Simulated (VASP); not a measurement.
Write the native input for VASP 6.6.1 that does the following.

```yaml
Task: single point
Functional: PBE
Potentials_or_basis: VASP PAW PBE potentials, release 64 (Sn_d, O)
Cutoff: 520 eV
k_mesh: 6 × 6 × 6
Occupations: gaussian, width 0.1 eV
Spin: no spin polarisation
Dipole_correction: no
Further_INCAR_settings: ALGO = Normal; EDIFF = 1e-06; NBANDS = 79
```

The structure of Sn3O4 lies in POSCAR:

```
Sn3O4
1.0
    7.4896884044      0.0000000000      0.0076901133
    0.0000000000      6.0547718214      0.0000000000
   -0.0063894842      0.0000000000      6.2229571814
Sn O
6 8
Direct
    0.7943914402      0.5000000000      0.2500000000
    0.2056085598      0.5000000000      0.2500000000
    0.2056085598      0.5000000000      0.7500000000
    0.7943914402      0.5000000000      0.7500000000
    0.5000000000      0.0000000000      0.0000000000
    0.5000000000      0.0000000000      0.5000000000
    0.7156995467      0.2804961233      1.0000000000
    0.2843004533      0.2804961233      0.5000000000
    0.2843004533      0.7195038767      0.0000000000
    0.7156995467      0.7195038767      0.5000000000
    0.2842889572      0.2804886879      0.0000000000
    0.7157110428      0.2804886879      0.5000000000
    0.7157110428      0.7195113121      1.0000000000
    0.2842889572      0.7195113121      0.5000000000
```

These files were run (other wordings do the same):

INCAR

```
SYSTEM = Sn3O4
PREC = Accurate ; ENCUT = 520
EDIFF = 1E-6 ; ISMEAR = 0
SIGMA = 0.1 ; LREAL = .FALSE.
LASPH = .TRUE. ; NELM = 60
ALGO = Normal ; ISIF = 2
LWAVE = .FALSE. ; LCHARG = .FALSE.
GGA = PE ; NBANDS = 79
KPAR = 4
```

KPOINTS

```
Automatic mesh
0
G
  6 6 6
  0 0 0
```

Potentials or basis: VASP PAW PBE potentials, release 64 (Sn_d, O).

Run with:

```console
$ cat potpaw_PBE.64/Sn_d/POTCAR potpaw_PBE.64/O/POTCAR > POTCAR
$ mpirun -np 4 vasp_std > vasp.out
```

It gave:

```yaml
Pressure: -5.6 GPa
Largest_force: 0.051 eV/Å
Band_gap_on_the_k_mesh: zero (bands 66 and 67 overlap by 0.41 eV)
```

Caveat: the cell stands under tension; semilocal functionals underestimate gaps, and a narrow one can read as zero; spin-orbit coupling is left out, which moves the levels of the heavy elements.

It took 8 min on 4 MPI ranks on Intel(R) Xeon(R) Platinum 8375C CPU @ 2.90GHz (Ice Lake) (shared host), peak memory 0.99 GiB a rank.
